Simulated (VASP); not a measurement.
LiCl:

```
Cl Li
1.0
     0.00000    2.58176    2.58176
     2.58176    0.00000    2.58176
     2.58176    2.58176    0.00000
Cl Li
1 1
Direct
  0.50000 0.50000 0.50000
  0.00000 0.00000 0.00000
```

This cell differs from its parent crystal: volume scaled by 1.02.

Base run:

| Quantity | Value |
| --- | --- |
| Program | VASP 6.6.1 |
| Functional | PBE |
| Potentials or basis | VASP PAW PBE potentials, release 64 (Cl, Li_sv) |
| Cutoff | 520 eV |
| k mesh | 9 × 9 × 9 |
| Occupations | fermi-dirac, width 0.05 eV |
| Spin | no spin polarisation |

Its results: band gap on the k mesh 6.23 eV, direct.

Problem. The run is repeated on the same cell with these changes: functional from PBE to PBEsol. What comes out?

Solution. Band gap on the k mesh 6.03 eV, direct.

A k mesh can miss the band edges.
